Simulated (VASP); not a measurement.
# Ca (Fm-3m) in VASP: a series of runs

Ca is run at these levels: r2SCAN; tasks: single point.

Program: VASP 6.6.1. These are calculated values, not measurements. Logs are shortened: lines on timing, memory, paths and dates and some standing lists are left out, and cuts for length are marked.

**1. The cell of the first run**

The structure is cubic, space group Fm-3m (No. 225). Conventional cell: a = 5.504 Å, b = 5.504 Å, c = 5.504 Å, α = 90.00°, β = 90.00°, γ = 90.00°. Within 5.1 Å of Ca (site symmetry m-3m) lie 12 Ca at 3.89 Å.

**2. Single point, r2SCAN**

File POSCAR:

```
Ca
1.0
    0.0000000000      2.7517917015      2.7517917015
    2.7517917015      0.0000000000      2.7517917015
    2.7517917015      2.7517917015      0.0000000000
Ca
1
Direct
    0.0000000000      0.0000000000      0.0000000000
```

File INCAR.step1:

```
ALGO     = Normal         # electronic algorithm
EDIFF    = 1E-5           # SCF threshold, eV
ENCUT    = 550            # plane-wave cutoff, eV
GGA      = PE             # functional
GGA_COMPAT= False        
ISMEAR   = 0              # smearing method
LASPH    = True           # aspherical terms in the spheres
LCHARG   = False          # write CHGCAR
LREAL    = False          # projectors in reciprocal space
LWAVE    = True           # write WAVECAR
NBANDS   = 11             # bands
NELM     = 120            # most SCF steps
PREC     = Accurate       # precision mode
SIGMA    = 0.05           # smearing width, eV
```

File INCAR.step2:

```
ALGO     = Normal         # electronic algorithm
EDIFF    = 1E-6           # SCF threshold, eV
ENCUT    = 550            # plane-wave cutoff, eV
GGA_COMPAT= False        
ISIF     = 2              # what is computed and relaxed
ISMEAR   = 0              # smearing method
ISTART   = 1            
LASPH    = True           # aspherical terms in the spheres
LCHARG   = False          # write CHGCAR
LMIXTAU  = True         
LREAL    = False          # projectors in reciprocal space
LWAVE    = False          # write WAVECAR
METAGGA  = R2SCAN         # meta-GGA
NBANDS   = 11             # bands
NELM     = 120            # most SCF steps
PREC     = Accurate       # precision mode
SIGMA    = 0.05           # smearing width, eV
```

File KPOINTS:

```
k-points
0
Gamma
  14 14 14
```

Potentials or basis: VASP PAW PBE potentials, release 64 (Ca_sv).

Launch:

```
> cat potpaw_PBE.64/Ca_sv/POTCAR > POTCAR
> cp INCAR.step1 INCAR
> mpirun -np 1 vasp_std > vasp.out
> cp INCAR.step2 INCAR
> mpirun -np 1 vasp_std > vasp.out
```

OUTCAR:

```text
EDIFF = 1E-6
   ENCUT = 550
   ISIF = 2
   ISMEAR = 0
   ISTART = 1
   LASPH = True
   LREAL = False
   METAGGA = R2SCAN
   NELM = 120
   PREC = Accurate

 ion  position               nearest neighbor table
   1  0.000  0.000  0.000-

  LATTYP: Found a face centered cubic cell.
 ALAT       =     5.5035834030

  Lattice vectors:

 A1 = (   0.0000000000,   2.7517917015,   2.7517917015)
 A2 = (   2.7517917015,   0.0000000000,   2.7517917015)
 A3 = (   2.7517917015,   2.7517917015,   0.0000000000)

Analysis of symmetry for initial positions (statically):
=====================================================================
 Subroutine PRICEL returns:
 Original cell was already a primitive cell.

 Routine SETGRP: Setting up the symmetry group for a
 face centered cubic supercell.

 Subroutine GETGRP returns: Found 48 space group operations
 (whereof 48 operations were pure point group operations)
 out of a pool of 48 trial point group operations.

The static configuration has the point symmetry O_h .

Analysis of symmetry for dynamics (positions and initial velocities):
=====================================================================
 Subroutine PRICEL returns:
 Original cell was already a primitive cell.

 Routine SETGRP: Setting up the symmetry group for a
 face centered cubic supercell.

 Subroutine GETGRP returns: Found 48 space group operations
 (whereof 48 operations were pure point group operations)
 out of a pool of 48 trial point group operations.

The dynamic configuration has the point symmetry O_h .

 Subroutine INISYM returns: Found 48 space group operations
 (whereof 48 operations are pure point group operations),
 and found     1 'primitive' translations

----------------------------------------------------------------------------------------

                                     Primitive cell

  volume of cell :      41.6751

  direct lattice vectors                    reciprocal lattice vectors
     0.000000000  2.751791702  2.751791702    -0.181699799  0.181699799  0.181699799
     2.751791702  0.000000000  2.751791702     0.181699799 -0.181699799  0.181699799
     2.751791702  2.751791702  0.000000000     0.181699799  0.181699799 -0.181699799

  length of vectors
     3.891621145  3.891621145  3.891621145     0.314713284  0.314713284  0.314713284

[... 81 lines left out ...]
   NSW    =      0    number of steps for IOM
   IBRION =     -1    ionic relax: 0-MD 1-quasi-New 2-CG
   NFREE  =      0    steps in history (QN), initial steepest desc. (CG)
   ISIF   =      2    stress and relaxation
   ISYM   =      2    0-nonsym 1-usesym 2-fastsym
   POTIM  = 0.5000    time-step for ionic-motion
   TEBEG  =    0.0;   TEEND  =   0.0 temperature during run
   PSTRESS=    0.0 pullay stress
   NELECT =      10.0000    total number of electrons
   NUPDOWN=      -1.0000    fix difference up-down
   EMIN   =  10.00;   EMAX   =-10.00  energy-range for DOS
   EFERMI =   0.00;   METHOD = LEGACY
   ISMEAR =     0;   SIGMA  =   0.05  broadening in eV -4-tet -1-fermi 0-gaus
   EFERMI_NEDOS =   21; number of points for ismear=-14 and -15
   IALGO  =     38    algorithm
   IMIX   =      4    mixing-type and parameters
     AMIX     =   0.40;   BMIX     =  1.00
     AMIX_MAG =   1.60;   BMIX_MAG =  1.00
  volume/ion in A,a.u.               =      41.68       281.24
  Fermi-wavevector in a.u.,A,eV,Ry     =   1.017301  1.922419 14.080675  1.034900
  Thomas-Fermi vector in A             =   2.150694
   LORBIT       =      0    0 simple, 1 ext, 2 COOP (PROOUT), +10 PAW based schemes
   METAGGA = R2SCAN    functional components
   LHFCALC =     F    Hartree Fock is set to
   AEXX    =    0.0000 exact exchange contribution
   IVDW    =     0    specifies the selected vdW correction
   LEPSILON=     F    determine dielectric tensor
   LRPA    =     F    only Hartree local field effects (RPA)
 non-spin polarized calculation
 Gauss-broadening in eV      SIGMA  =   0.05
  energy-cutoff  :      550.00
  volume of cell :       41.68
 maximum number of plane-waves:      1243
 NGX is ok and might be reduce to    30
   NGX = 15   NGY = 15   NGZ = 15

 number of electron      10.0000002 magnetization

 Free energy of the ion-electron system (eV)
  ---------------------------------------------------
  ext. energy  EPLUGINS =         0.00000000
  ---------------------------------------------------
  free energy    TOTEN  =        -7.02913786 eV

  energy without entropy =       -7.02728447  energy(sigma->0) =       -7.02821116

 E-fermi :   2.0311     XC(G=0):  -8.2621

 val. band max:        2.0014774465   @ k =  -0.4286   0.2143   0.0714
 cond. band min:       2.0354538843   @ k =  -0.3571   0.4286   0.1429
 fundamental gap:      0.0339764378
 Fermi energy:         2.0310776706

 k-point     1 :       0.0000    0.0000    0.0000
  band No.  band energies     occupation
      1     -41.7010      2.00000
      2     -21.7274      2.00000
      3     -21.7274      2.00000
      4     -21.7274      2.00000
      5      -2.2648      2.00000
      6       4.7713      0.00000
      7       4.7713      0.00000
      8       4.7713      0.00000
      9       5.9175      0.00000
     10       5.9175      0.00000
     11      11.7044      0.00000
[... 309 lines left out ...]
 k-point    24 :       0.2857    0.1429    0.0000
  band No.  band energies     occupation
      1     -41.6918      2.00000
      2     -21.8039      2.00000
      3     -21.7483      2.00000
      4     -21.7467      2.00000
      5      -0.9662      2.00000
      6       3.6652      0.00000
      7       4.7004      0.00000
      8       5.0909      0.00000
      9       5.5563      0.00000
     10       6.2347      0.00000
     11      10.4211      0.00000

 [... further k-points ...]

------------------------ aborting loop because EDIFF is reached ----------------------------------------

  FORCE on cell =-STRESS in cart. coord.  units (eV):
  Direction    XX          YY          ZZ          XY          YZ          ZX
  --------------------------------------------------------------------------------------
  -------------------------------------------------------------------------------------
  Total        0.1937792      0.1937792      0.1937792     -0.0000000     -0.0000000      0.0000000
  in kB        7.4497379      7.4497379      7.4497379     -0.0000000     -0.0000000      0.0000000
  external PRESSURE =       7.4497379 kB  Pullay stress =       0.0000000 kB

 VOLUME and BASIS-vectors are now :
 -----------------------------------------------------------------------------
  energy-cutoff  :      550.00
  volume of cell :       41.68
      direct lattice vectors                 reciprocal lattice vectors
     0.000000000  2.751791702  2.751791702    -0.181699799  0.181699799  0.181699799
     2.751791702  0.000000000  2.751791702     0.181699799 -0.181699799  0.181699799
     2.751791702  2.751791702  0.000000000     0.181699799  0.181699799 -0.181699799

 POSITION                                       TOTAL-FORCE (eV/Angst)
 -----------------------------------------------------------------------------------
      0.00000      0.00000      0.00000        -0.000000     -0.000000      0.000000
 -----------------------------------------------------------------------------------
    total drift:                               -0.000000     -0.000000      0.000000

  FREE ENERGIE OF THE ION-ELECTRON SYSTEM (eV)
  ---------------------------------------------------
  free  energy   TOTEN  =        -7.0291378550 eV

  energy  without entropy=       -7.0272844699  energy(sigma->0) =       -7.02821116
```

OUTCAR.step1:

```text
EDIFF = 1E-5
   ENCUT = 550
   GGA = PE
   ISMEAR = 0
   LASPH = True
   LREAL = False
[... 551 lines left out ...]

 POSITION                                       TOTAL-FORCE (eV/Angst)
 -----------------------------------------------------------------------------------
      0.00000      0.00000      0.00000         0.000000     -0.000000      0.000000
 -----------------------------------------------------------------------------------
    total drift:                               -0.000000     -0.000000      0.000000

  FREE ENERGIE OF THE ION-ELECTRON SYSTEM (eV)
  ---------------------------------------------------
  free  energy   TOTEN  =        -1.9300060574 eV

  energy  without entropy=       -1.9279424045  energy(sigma->0) =       -1.92897423
```

It took 4.8 min on 1 thread of Intel Xeon 8259CL, shared host; peak memory 0.2 GiB.

Results:

| Property | Result |
| --- | --- |
| Free energy | -7.0291 eV |
| Pressure | 0.7 GPa |
| Band gap on the k mesh | zero (bands 5 and 6 overlap by 0.47 eV) |

Levels at points of the mesh, in eV from the Fermi level:
| k point | band 2 | band 3 | band 4 | band 5 | band 6 | band 7 | band 8 | band 9 |
| --- | --- | --- | --- | --- | --- | --- | --- | --- |
| (0.00, 0.00, 0.00) | -23.76 | -23.76 | -23.76 | -4.30 | 2.74 | 2.74 | 2.74 | 3.89 |
| (0.50, 0.00, 0.00) | -23.91 | -23.78 | -23.78 | -0.94 | -0.26 | 2.59 | 2.59 | 4.62 |
| (0.50, 0.50, 0.00) | -23.90 | -23.81 | -23.81 | -0.40 | 0.76 | 0.98 | 4.60 | 4.82 |

Caveat: the PAW data sets were made with another functional, which shifts forces and pressure a little.

**3. Single point, r2SCAN (43.26 Å³/atom)**

This run uses another cell than the first one, of 43.26 Å³/atom.

File POSCAR:

```
Ca
1.0
    0.0000000000      2.7862524588      2.7862524588
    2.7862524588      0.0000000000      2.7862524588
    2.7862524588      2.7862524588      0.0000000000
Ca
1
Direct
    0.0000000000      0.0000000000      0.0000000000
```

File INCAR.step1:

```
SYSTEM = Ca
ALGO     = Normal         ! electronic algorithm
EDIFF    = 1E-5           ! SCF threshold, eV
ENCUT    = 550            ! plane-wave cutoff, eV
GGA      = PE             ! functional
GGA_COMPAT= .FALSE.      
ISMEAR   = 0              ! smearing method
LASPH    = .TRUE.         ! aspherical terms in the spheres
LCHARG   = .FALSE.        ! write CHGCAR
LREAL    = .FALSE.        ! projectors in reciprocal space
LWAVE    = .TRUE.         ! write WAVECAR
NBANDS   = 11             ! bands
NELM     = 120            ! most SCF steps
PREC     = Accurate       ! precision mode
SIGMA    = 0.05           ! smearing width, eV
```

File INCAR.step2:

```
SYSTEM = Ca
ALGO     = Normal         ! electronic algorithm
EDIFF    = 1E-6           ! SCF threshold, eV
ENCUT    = 550            ! plane-wave cutoff, eV
GGA_COMPAT= .FALSE.      
ISIF     = 2              ! what is computed and relaxed
ISMEAR   = 0              ! smearing method
ISTART   = 1            
LASPH    = .TRUE.         ! aspherical terms in the spheres
LCHARG   = .TRUE.         ! write CHGCAR
LELF     = .TRUE.         ! ELF
LMIXTAU  = .TRUE.       
LREAL    = .FALSE.        ! projectors in reciprocal space
LVHAR    = .TRUE.       
LWAVE    = .FALSE.        ! write WAVECAR
METAGGA  = R2SCAN         ! meta-GGA
NBANDS   = 11             ! bands
NELM     = 120            ! most SCF steps
PREC     = Accurate       ! precision mode
SIGMA    = 0.05           ! smearing width, eV
```

File KPOINTS:

```
k-points
0
G
  14 14 14
  0 0 0
```

Potentials or basis: VASP PAW PBE potentials, release 64 (Ca_sv).

Launch:

```
> cat potpaw_PBE.64/Ca_sv/POTCAR > POTCAR
> cp INCAR.step1 INCAR
> mpirun -np 1 vasp_std > vasp.out
> cp INCAR.step2 INCAR
> mpirun -np 1 vasp_std > vasp.out
```

OUTCAR:

```text
SYSTEM = Ca
   EDIFF = 1E-6
   ENCUT = 550
   ISIF = 2
   ISMEAR = 0
   ISTART = 1
   LASPH = .TRUE.
   LREAL = .FALSE.
   METAGGA = R2SCAN
   NELM = 120
   PREC = Accurate

 ion  position               nearest neighbor table
   1  0.000  0.000  0.000-

  LATTYP: Found a face centered cubic cell.
 ALAT       =     5.5725049176

  Lattice vectors:

 A1 = (   0.0000000000,   2.7862524588,   2.7862524588)
 A2 = (   2.7862524588,   0.0000000000,   2.7862524588)
 A3 = (   2.7862524588,   2.7862524588,   0.0000000000)

Analysis of symmetry for initial positions (statically):
=====================================================================
 Subroutine PRICEL returns:
 Original cell was already a primitive cell.

 Routine SETGRP: Setting up the symmetry group for a
 face centered cubic supercell.

 Subroutine GETGRP returns: Found 48 space group operations
 (whereof 48 operations were pure point group operations)
 out of a pool of 48 trial point group operations.

The static configuration has the point symmetry O_h .

[... 164 lines left out ...]

 k-point     1 :       0.0000    0.0000    0.0000
  band No.  band energies     occupation
      1     -41.9402      2.00000
      2     -21.9709      2.00000
      3     -21.9709      2.00000
      4     -21.9709      2.00000
      5      -2.3454      2.00000
      6       4.5706      0.00000
      7       4.5706      0.00000
      8       4.5706      0.00000
      9       5.6709      0.00000
     10       5.6709      0.00000
     11      11.3996      0.00000
[... 309 lines left out ...]
 k-point    24 :       0.2857    0.1429    0.0000
  band No.  band energies     occupation
      1     -41.9325      2.00000
      2     -22.0376      2.00000
      3     -21.9893      2.00000
      4     -21.9878      2.00000
      5      -1.0818      2.00000
      6       3.5023      0.00000
      7       4.5057      0.00000
      8       4.8760      0.00000
      9       5.3234      0.00000
     10       5.9744      0.00000
     11      10.0100      0.00000

 [... further k-points ...]

------------------------ aborting loop because EDIFF is reached ----------------------------------------

  FORCE on cell =-STRESS in cart. coord.  units (eV):
  Direction    XX          YY          ZZ          XY          YZ          ZX
  --------------------------------------------------------------------------------------
  -------------------------------------------------------------------------------------
  Total        0.0102514      0.0102514      0.0102514      0.0000000      0.0000000     -0.0000000
  in kB        0.3796670      0.3796670      0.3796670      0.0000000      0.0000000     -0.0000000
  external PRESSURE =       0.3796670 kB  Pullay stress =       0.0000000 kB

 VOLUME and BASIS-vectors are now :
 -----------------------------------------------------------------------------
  energy-cutoff  :      550.00
  volume of cell :       43.26
      direct lattice vectors                 reciprocal lattice vectors
     0.000000000  2.786252459  2.786252459    -0.179452511  0.179452511  0.179452511
     2.786252459  0.000000000  2.786252459     0.179452511 -0.179452511  0.179452511
     2.786252459  2.786252459  0.000000000     0.179452511  0.179452511 -0.179452511

 POSITION                                       TOTAL-FORCE (eV/Angst)
 -----------------------------------------------------------------------------------
      0.00000      0.00000      0.00000         0.000000     -0.000000     -0.000000
 -----------------------------------------------------------------------------------
    total drift:                               -0.000000     -0.000000      0.000000

  FREE ENERGIE OF THE ION-ELECTRON SYSTEM (eV)
  ---------------------------------------------------
  free  energy   TOTEN  =        -7.0334191314 eV

  energy  without entropy=       -7.0317906941  energy(sigma->0) =       -7.03260491
```

OUTCAR.step1:

```text
SYSTEM = Ca
   EDIFF = 1E-5
   ENCUT = 550
   GGA = PE
   ISMEAR = 0
   LASPH = .TRUE.
[... 555 lines left out ...]
 -----------------------------------------------------------------------------------
      0.00000      0.00000      0.00000         0.000000     -0.000000      0.000000
 -----------------------------------------------------------------------------------
    total drift:                               -0.000000     -0.000000      0.000000

  FREE ENERGIE OF THE ION-ELECTRON SYSTEM (eV)
  ---------------------------------------------------
  free  energy   TOTEN  =        -1.9293322509 eV

  energy  without entropy=       -1.9272997382  energy(sigma->0) =       -1.92831599
```

OSZICAR.step1:

```text
N       E                     dE             d eps       ncg     rms          rms(c)
DAV:   1     0.693087731886E+02    0.69309E+02   -0.50978E+03  2288   0.850E+02
DAV:   2    -0.336743967054E+00   -0.69646E+02   -0.68991E+02  2498   0.212E+02
DAV:   3    -0.185685736022E+01   -0.15201E+01   -0.15022E+01  3352   0.314E+01
DAV:   4    -0.193613908031E+01   -0.79282E-01   -0.78935E-01  3013   0.541E+00
DAV:   5    -0.193786265832E+01   -0.17236E-02   -0.17234E-02  3247   0.677E-01    0.221E+00
DAV:   6    -0.193137878765E+01    0.64839E-02   -0.10859E-02  2805   0.113E+00    0.135E+00
DAV:   7    -0.192973601091E+01    0.16428E-02   -0.16373E-02  2595   0.149E+00    0.102E-01
DAV:   8    -0.192931957289E+01    0.41644E-03   -0.18730E-03  2735   0.407E-01    0.227E-02
DAV:   9    -0.192933174327E+01   -0.12170E-04   -0.92426E-05  3006   0.806E-02    0.773E-03
DAV:  10    -0.192933225090E+01   -0.50763E-06   -0.55114E-06  1905   0.197E-02
   1 F= -.19293323E+01 E0= -.19283160E+01  d E =-.203251E-02
```

Run time: 5 min. Hardware: 1 thread of Intel Xeon 8259CL, shared host; peak memory 0.2 GiB.

What came out:

| Quantity | Value |
| --- | --- |
| Free energy | -7.0334 eV |
| Pressure | 0.0 GPa |
| Band gap on the k mesh | zero (bands 5 and 6 overlap by 0.52 eV) |

Caveat: the PAW data sets were made with another functional, which shifts forces and pressure a little.

The gap in the log of VASP goes by the Fermi energy; the results here count the filled bands.